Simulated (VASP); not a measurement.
# Ir (I4/mmm) in VASP: a series of runs

Ir is run at these levels: PBEsol; tasks: single point.

Program: VASP 6.6.1. These are calculated values, not measurements. Logs are shortened: lines on timing, memory, paths and dates and some standing lists are left out, and cuts for length are marked.

**1. The cell of the first run**

Symmetry: I4/mmm, No. 139, tetragonal system. The conventional cell has a = 2.823 Å, b = 2.823 Å, c = 3.532 Å, α = 90.00°, β = 90.00°, γ = 90.00°. Ir (site symmetry 4/mmm) has 14 Ir at 2.67 to 3.53 Å within 3.6 Å.

**2. Single point, PBEsol (strain +0.040 along x and y, -0.080 along z)**

File INCAR:

```
PREC = Accurate
ENCUT = 560
EDIFF = 1E-6
ISMEAR = 0
SIGMA = 0.15
LREAL = F
LASPH = T
NELM = 120
ALGO = Normal
ISIF = 2
LWAVE = F
LCHARG = T
GGA = PS
LELF = T
LVHAR = T
NBANDS = 14
GGA_COMPAT = F
```

File KPOINTS:

```
regular mesh
0
Gamma
  22 22 22
```

File POSCAR:

```
Ir
1.0
    0.0000000000      1.9964880000      1.7661240000
    1.9964880000      0.0000000000      1.7661240000
    1.9964880000      1.9964880000      0.0000000000
Ir
1
Direct
    0.0000000000      0.0000000000      0.0000000000
```

Potentials or basis: VASP PAW PBE potentials, release 64 (Ir_sv_GW).

Started as:

```bash
$ cat potpaw_PBE.64/Ir_sv_GW/POTCAR > POTCAR
$ mpirun -np 1 vasp_std > vasp.out
```

OUTCAR:

```text
PREC = Accurate
   ENCUT = 560
   EDIFF = 1E-6
   ISMEAR = 0
   LREAL = F
   LASPH = T
   NELM = 120
   ISIF = 2
   GGA = PS

 ion  position               nearest neighbor table
   1  0.000  0.000  0.000-

  LATTYP: Found a body centered tetragonal cell.
 ALAT       =     2.8234604067
 C/A-ratio  =     1.2510350744

  Lattice vectors:

 A1 = (   0.0000000000,  -1.9964880000,  -1.7661240000)
 A2 = (   0.0000000000,   1.9964880000,  -1.7661240000)
 A3 = (   1.9964880000,   0.0000000000,   1.7661240000)

Analysis of symmetry for initial positions (statically):
=====================================================================
 Subroutine PRICEL returns:
 Original cell was already a primitive cell.

 Routine SETGRP: Setting up the symmetry group for a
 body centered tetragonal supercell.

 Subroutine GETGRP returns: Found 16 space group operations
 (whereof 16 operations were pure point group operations)
 out of a pool of 16 trial point group operations.

The static configuration has the point symmetry D_4h.

Analysis of symmetry for dynamics (positions and initial velocities):
=====================================================================
 Subroutine PRICEL returns:
 Original cell was already a primitive cell.

 Routine SETGRP: Setting up the symmetry group for a
 body centered tetragonal supercell.

 Subroutine GETGRP returns: Found 16 space group operations
 (whereof 16 operations were pure point group operations)
 out of a pool of 16 trial point group operations.

The dynamic configuration has the point symmetry D_4h.

 Subroutine INISYM returns: Found 16 space group operations
 (whereof 16 operations are pure point group operations),
 and found     1 'primitive' translations

----------------------------------------------------------------------------------------

                                     Primitive cell

  volume of cell :      14.0794

  direct lattice vectors                    reciprocal lattice vectors
     0.000000000  1.996488000  1.766124000    -0.250439772  0.250439772  0.283105829
     1.996488000  0.000000000  1.766124000     0.250439772 -0.250439772  0.283105829
     1.996488000  1.996488000  0.000000000     0.250439772  0.250439772 -0.283105829

  length of vectors
     2.665550284  2.665550284  2.823460407     0.453419309  0.453419309  0.453419309

  position of ions in fractional coordinates (direct lattice)
     0.000000000  0.000000000  0.000000000

  ion indices of the primitive-cell ions
   primitive index   ion index
                 1           1

----------------------------------------------------------------------------------------

 KPOINTS: regular mesh

Automatic generation of k-mesh.
 Grid dimensions read from file:
 generate k-points for:   22   22   22

 Generating k-lattice:

  Cartesian coordinates                     Fractional coordinates (reciprocal lattice)
    -0.011383626  0.011383626  0.012868447     0.045454545  0.000000000  0.000000000
     0.011383626 -0.011383626  0.012868447     0.000000000  0.045454545  0.000000000
     0.011383626  0.011383626 -0.012868447     0.000000000  0.000000000  0.045454545

  Length of vectors
     0.020609969  0.020609969  0.020609969

  Shift w.r.t. Gamma in fractional coordinates (k-lattice)
     0.000000000  0.000000000  0.000000000

 Subroutine IBZKPT returns following result:
 ===========================================

 Found    834 irreducible k-points:

 Following reciprocal coordinates:
            Coordinates               Weight
  0.000000  0.000000  0.000000      1.000000
  0.045455 -0.000000  0.000000      8.000000
  0.090909 -0.000000  0.000000      8.000000
  0.136364  0.000000  0.000000      8.000000
  0.181818  0.000000  0.000000      8.000000
  0.227273  0.000000  0.000000      8.000000
[... 16 lines left out ...]
  0.500000  0.045455  0.000000      8.000000
 -0.454545  0.045455  0.000000      8.000000
 [... further k-points ...]
   k-points           NKPTS =    834   k-points in BZ     NKDIM =    834   number of bands    NBANDS=     14
   number of dos      NEDOS =    301   number of ions     NIONS =      1
   total plane-waves  NPLWV =  13824
   dimension x,y,z NGX =    24 NGY =   24 NGZ =   24
   dimension x,y,z NGXF=    48 NGYF=   48 NGZF=   48
   ions per type =               1
   NGX,Y,Z   is equivalent  to a cutoff of  14.97, 14.97, 14.13 a.u.
   NGXF,Y,Z  is equivalent  to a cutoff of  29.94, 29.94, 28.26 a.u.
 SYSTEM =  unknown system
   PREC   = accura    normal or accurate (medium, high low for compatibility)
   ISTART =      0    job   : 0-new  1-cont  2-samecut
   ICHARG =      2    charge: 1-file 2-atom 10-const
   ISPIN  =      1    spin polarized calculation?
   LNONCOLLINEAR =      F non collinear calculations
   LSORBIT =      F    spin-orbit coupling
   LASPH  =      T    aspherical Exc in radial PAW
   ENCUT  =  560.0 eV  41.16 Ry    6.42 a.u.   5.14  5.14  5.45*2*pi/ulx,y,z
   NELM   =    120;   NELMIN=  2; NELMDL= -5     # of ELM steps
   EDIFF  = 0.1E-05   stopping-criterion for ELM
   LREAL  =      F    real-space projection
   EDIFFG = 0.1E-04   stopping-criterion for IOM
   NSW    =      0    number of steps for IOM
   IBRION =     -1    ionic relax: 0-MD 1-quasi-New 2-CG
   NFREE  =      0    steps in history (QN), initial steepest desc. (CG)
   ISIF   =      2    stress and relaxation
   ISYM   =      2    0-nonsym 1-usesym 2-fastsym
   POTIM  = 0.5000    time-step for ionic-motion
   TEBEG  =    0.0;   TEEND  =   0.0 temperature during run
   PSTRESS=    0.0 pullay stress
   NELECT =      17.0000    total number of electrons
   NUPDOWN=      -1.0000    fix difference up-down
   EMIN   =  10.00;   EMAX   =-10.00  energy-range for DOS
   EFERMI =   0.00;   METHOD = LEGACY
   ISMEAR =     0;   SIGMA  =   0.15  broadening in eV -4-tet -1-fermi 0-gaus
   EFERMI_NEDOS =   21; number of points for ismear=-14 and -15
   IALGO  =     38    algorithm
   IMIX   =      4    mixing-type and parameters
     AMIX     =   0.40;   BMIX     =  1.00
     AMIX_MAG =   1.60;   BMIX_MAG =  1.00
  volume/ion in A,a.u.               =      14.08        95.01
  Fermi-wavevector in a.u.,A,eV,Ry     =   1.743263  3.294290 41.347646  3.038966
  Thomas-Fermi vector in A             =   2.815369
   LORBIT       =      0    0 simple, 1 ext, 2 COOP (PROOUT), +10 PAW based schemes
   GGA     = PS    functional components
   LHFCALC =     F    Hartree Fock is set to
   AEXX    =    0.0000 exact exchange contribution
   IVDW    =     0    specifies the selected vdW correction
   LEPSILON=     F    determine dielectric tensor
   LRPA    =     F    only Hartree local field effects (RPA)
 non-spin polarized calculation
 Gauss-broadening in eV      SIGMA  =   0.15
  energy-cutoff  :      560.00
  volume of cell :       14.08
 maximum number of plane-waves:       439
 NGX is ok and might be reduce to    24
   NGX = 11   NGY = 11   NGZ = 11

 number of electron      17.0000000 magnetization

 Free energy of the ion-electron system (eV)
  ---------------------------------------------------
  ext. energy  EPLUGINS =         0.00000000
  ---------------------------------------------------
  free energy    TOTEN  =       -10.24624152 eV

  energy without entropy =      -10.23374132  energy(sigma->0) =      -10.23999142

 E-fermi :  12.7693     XC(G=0): -14.7327

 val. band max:       12.7664697534   @ k =   0.3636   0.0000   0.1364
 cond. band min:      12.7694839681   @ k =  -0.1364   0.0455   0.1818
 fundamental gap:      0.0030142148
 Fermi energy:        12.7693255751

 k-point     1 :       0.0000    0.0000    0.0000
  band No.  band energies     occupation
      1     -80.1748      2.00000
      2     -36.5883      2.00000
      3     -36.5883      2.00000
      4     -36.4840      2.00000
      5       1.6083      2.00000
      6       8.5422      2.00000
      7       8.5422      2.00000
      8       9.9916      2.00000
      9      10.5657      2.00000
     10      12.4511      1.99731
     11      26.6738      0.00000
     12      30.6619      0.00000
     13      30.6619      0.00000
     14      34.9539      0.00000

 k-point     2 :       0.0455   -0.0000    0.0000
  band No.  band energies     occupation
      1     -80.1731      2.00000
      2     -36.5988      2.00000
      3     -36.5916      2.00000
      4     -36.4913      2.00000
      5       1.7024      2.00000
      6       8.5362      2.00000
      7       8.5803      2.00000
      8       9.9809      2.00000
      9      10.5574      2.00000
     10      12.4111      1.99927
     11      26.8352      0.00000
     12      30.5754      0.00000
     13      30.8124      0.00000
     14      34.5800      0.00000

 k-point     3 :       0.0909   -0.0000    0.0000
  band No.  band energies     occupation
      1     -80.1689      2.00000
      2     -36.6358      2.00000
      3     -36.6027      2.00000
      4     -36.5064      2.00000
      5       1.9782      2.00000
      6       8.5077      2.00000
      7       8.6762      2.00000
      8       9.9686      2.00000
      9      10.5544      2.00000
     10      12.3043      1.99999
     11      27.2889      0.00000
     12      30.1892      0.00000
     13      31.2565      0.00000
     14      34.2310      0.00000
[... 324 lines left out ...]
 k-point    23 :       0.5000    0.0455    0.0000
  band No.  band energies     occupation
      1     -80.1050      2.00000
      2     -37.3556      2.00000
      3     -36.7770      2.00000
      4     -36.5798      2.00000
      5       4.7441      2.00000
      6       8.0697      2.00000
      7       9.6569      2.00000
      8      11.5219      2.00000
      9      13.8019      0.00000
     10      14.2516      0.00000
     11      20.2598      0.00000
     12      26.0906      0.00000
     13      30.9535      0.00000
     14      33.1755      0.00000

 k-point    24 :      -0.4545    0.0455    0.0000
  band No.  band energies     occupation
      1     -80.1060      2.00000
      2     -37.3463      2.00000
      3     -36.7724      2.00000
      4     -36.5821      2.00000
      5       4.7477      2.00000
      6       8.0792      2.00000
      7       9.6206      2.00000
      8      11.5225      2.00000
      9      13.6960      0.00000
     10      14.0719      0.00000
     11      20.5141      0.00000
     12      26.1334      0.00000
     13      31.2890      0.00000
     14      33.1083      0.00000

 [... further k-points ...]
[... 5 lines left out ...]
  --------------------------------------------------------------------------------------
  -------------------------------------------------------------------------------------
  Total       -1.1403992     -1.1403992      2.3943426      0.0000000     -0.0000000      0.0000000
  in kB     -129.7725648   -129.7725648    272.4659721      0.0000000     -0.0000000      0.0000000
  external PRESSURE =       4.3069475 kB  Pullay stress =       0.0000000 kB

 VOLUME and BASIS-vectors are now :
 -----------------------------------------------------------------------------
  energy-cutoff  :      560.00
  volume of cell :       14.08
      direct lattice vectors                 reciprocal lattice vectors
     0.000000000  1.996488000  1.766124000    -0.250439772  0.250439772  0.283105829
     1.996488000  0.000000000  1.766124000     0.250439772 -0.250439772  0.283105829
     1.996488000  1.996488000  0.000000000     0.250439772  0.250439772 -0.283105829

 POSITION                                       TOTAL-FORCE (eV/Angst)
 -----------------------------------------------------------------------------------
      0.00000      0.00000      0.00000        -0.000000      0.000000      0.000000
 -----------------------------------------------------------------------------------
    total drift:                                0.000000      0.000000     -0.000000

  FREE ENERGIE OF THE ION-ELECTRON SYSTEM (eV)
  ---------------------------------------------------
  free  energy   TOTEN  =       -10.2462415229 eV

  energy  without entropy=      -10.2337413228  energy(sigma->0) =      -10.23999142
```

Wall time 54 s (1 thread of Intel Xeon 6975P-C (Granite Rapids), shared host); peak memory 0.31 GiB.

Results:

```
Free energy            : -10.2462 eV
Pressure               : 0.4 GPa
Band gap on the k mesh : zero (an odd number of electrons rules out a gap without spin polarisation)
```

Caveat: the cell differs from its parent crystal (strain +0.040 along x and y, -0.080 along z); the stress differs along the axes, from -13 to 27 GPa; the PAW data sets were made with another functional, which shifts forces and pressure a little; spin-orbit coupling is left out, which moves the levels of the heavy elements.

**3. Single point, PBEsol (strain -0.040 along x and y, +0.080 along z)**

File INCAR:

```
SYSTEM = Ir
ALGO     = Normal         ! electronic algorithm
EDIFF    = 1E-6           ! SCF threshold, eV
ENCUT    = 560            ! plane-wave cutoff, eV
GGA      = PS             ! functional
GGA_COMPAT= .FALSE.      
ISIF     = 2              ! what is computed and relaxed
ISMEAR   = 0              ! smearing method
LASPH    = .TRUE.         ! aspherical terms in the spheres
LCHARG   = .FALSE.        ! write CHGCAR
LREAL    = .FALSE.        ! projectors in reciprocal space
LWAVE    = .FALSE.        ! write WAVECAR
NBANDS   = 14             ! bands
NELM     = 120            ! most SCF steps
PREC     = Accurate       ! precision mode
SIGMA    = 0.15           ! smearing width, eV
```

File KPOINTS:

```
k-points
0
G
  22 22 22
  0 0 0
```

File POSCAR:

```
Ir
1.0
    0.0000000000      1.8429120000      2.0732760000
    1.8429120000      0.0000000000      2.0732760000
    1.8429120000      1.8429120000      0.0000000000
Ir
1
Direct
    0.0000000000      0.0000000000      0.0000000000
```

Potentials or basis: VASP PAW PBE potentials, release 64 (Ir_sv_GW).

Started as:

```bash
$ cat potpaw_PBE.64/Ir_sv_GW/POTCAR > POTCAR
$ mpirun -np 1 vasp_std > vasp.out
```

Run time: 92 s. Hardware: 1 thread of Intel Xeon Platinum 8259CL at 2.50GHz (Skylake/Cascade Lake), shared host; peak memory 0.3 GiB.

The run converged. Its results:

```
Free energy            : -10.2442 eV
Pressure               : 0.9 GPa
Band gap on the k mesh : zero (an odd number of electrons rules out a gap without spin polarisation)
```

Stress tensor (GPa, compression positive):
```
 15.84   0.00   0.00
  0.00  15.84   0.00
  0.00   0.00 -29.06
```

Levels at points of the mesh, in eV from the Fermi level:
```
           k point  band 6  band 7  band 8  band 9  band 10  band 11
(0.00, 0.00, 0.00)   -4.91   -3.23   -3.23   -2.33    -0.14    13.85
(0.50, 0.00, 0.00)   -4.74   -3.15   -0.73    0.60     1.27     7.50
(0.50, 0.50, 0.00)   -7.34    0.17    1.15    1.42     1.42     8.51
(0.50, 0.00, 0.50)   -7.28    0.66    0.66    2.43     2.56    10.30
```

Caveat: the cell differs from its parent crystal (strain -0.040 along x and y, +0.080 along z); the stress differs along the axes, from -29 to 16 GPa; the PAW data sets were made with another functional, which shifts forces and pressure a little; spin-orbit coupling is left out, which moves the levels of the heavy elements.
